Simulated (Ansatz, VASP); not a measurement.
# One calculation of Pd, two programs

```
Pd
1.0
     0.00000    1.95070    1.95070
     1.95070    0.00000    1.95070
     1.95070    1.95070    0.00000
Pd
1
Direct
  0.00000 0.00000 0.00000
```

Alike in both runs: task single point; functional r2SCAN; k mesh 20 × 20 × 20; occupations gaussian, width 0.05 eV; no spin polarisation.

|  | VASP | Ansatz |
| --- | --- | --- |
| version | VASP 6.6.1 | Ansatz 0.2.0 |
| potentials or method | VASP PAW PBE potentials, release 64 (Pd), cutoff 520 eV | scalar-relativistic, plane waves, PAW |
| valence electrons in the cell | 10 | 18 |

```csv
,VASP,Ansatz,Ansatz less VASP
gap on the k mesh at the Fermi level (eV),none,none,-
pressure (GPa),1.5,0.9,-0.66
```

VASP's potentials were made for PBE, not for r2SCAN. A gap of «none» marks a metal or a gap that the smearing closes. VASP's potentials hold 10 valence electrons a cell and Ansatz's 18, so a difference there can come from the potentials and not from the codes.
